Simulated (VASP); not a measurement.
A run of VASP 6.6.1 is set up as follows.

The input INCAR:

```
  ALGO = Normal
  DIPOL = 0.5 0.5 0.294
  EDIFF = 1E-7
  ENCUT = 520
  GGA = PE
  IDIPOL = 3
  ISIF = 2
  ISMEAR = 0
  ISPIN = 2
  LASPH = True
  LCHARG = False
  LDIPOL = True
  LMAXMIX = 4
  LORBIT = 11
  LREAL = False
  LWAVE = False
  MAGMOM = 0 0 1.26
  NBANDS = 22
  NELM = 150
  PREC = Accurate
  SIGMA = 0.1
```

KPOINTS

```
k-points
0
Gamma
  12 12 1
```

POSCAR

```
Si2Mo
1.0
    4.3771217232     -0.0000002473      0.0000000000
   -2.1885606474      3.7906987314      0.0000000000
    0.0000000000      0.0000000000     23.8000000000
Si Mo
2 1
Direct
    0.6666666667      0.3333333333      0.2941176471
    0.3333333333      0.6666666667      0.2941176471
    0.0000000000      0.0000000000      0.2941176471
```

Potentials or basis: VASP PAW PBE potentials, release 64 (Si, Mo_sv).

The run is started by

```bash
$ cat potpaw_PBE.64/Si/POTCAR potpaw_PBE.64/Mo_sv/POTCAR > POTCAR
$ mpirun -np 1 vasp_std > vasp.out
```

(1) Estimate the net moment.

(2) Estimate the site moments.

## Answers

(1) 1.72 μB per cell.

(2) Si -0.04; Mo +1.42 μB.
